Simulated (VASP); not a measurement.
Input of a VASP 6.6.1 run:

The input INCAR:

```
  PREC = Accurate
  ENCUT = 520
  EDIFF = 1E-7
  ISMEAR = -1
  SIGMA = 0.15
  LREAL = Auto
  LASPH = True
  NELM = 60
  ALGO = Normal
  ISIF = 2
  LWAVE = False
  LCHARG = False
  GGA = PE
  IVDW = 12
  NBANDS = 43
```

KPOINTS

```
Automatic mesh
0
Gamma
  3 3 1
```

Contents of POSCAR:

```
Al16H2O
1.0
    5.7275650000      0.0000000000      0.0000000000
    0.0000000000      5.7275650000      0.0000000000
    0.0000000000      0.0000000000     19.0750000000
Al O H
16 1 2
Direct
    0.2499999564      0.2499999564      0.0524245872
    0.7500000436      0.2499999564      0.0524245872
    0.2499999564      0.7500000436      0.0524245872
    0.7500000436      0.7500000436      0.0524245872
   -0.0002088147      0.0004005192      0.1554326606
    0.4996074248      0.0009064934      0.1553188991
   -0.0002664308      0.5000896542      0.1555043250
    0.4995002239      0.4994871293      0.1554092792
    0.2493492435      0.2503830162      0.2630344954
    0.7482265151      0.2503273206      0.2627963827
    0.2491854741      0.7508480480      0.2622380603
    0.7488189134      0.7508908236      0.2619630931
   -0.0018585559     -0.0024436213      0.3658703539
    0.4995828070      0.0011797334      0.3654355963
   -0.0013457726      0.5038142736      0.3649446396
    0.4999601052      0.5004955858      0.3653428571
    1.1140748294      0.2420042374      0.5174252163
    1.2570348831      0.2705718748      0.4908590301
    1.0815826621      0.3907709472      0.5399086239
```

Potentials or basis: VASP PAW PBE potentials, release 64 (Al, O, H).

Launch:

```sh
$ cat potpaw_PBE.64/Al/POTCAR potpaw_PBE.64/O/POTCAR potpaw_PBE.64/H/POTCAR > POTCAR
$ mpirun -np 1 vasp_std > vasp.out
```

(1) Estimate the dispersion energy per atom.

(2) Estimate the largest force.

(3) Predict the band gap on the k mesh.

## Answers

(1) -0.210 eV.

(2) 0.127 eV/Å.

(3) 0.05 eV.

Caveat: there is no dipole correction, which matters where the two faces differ.
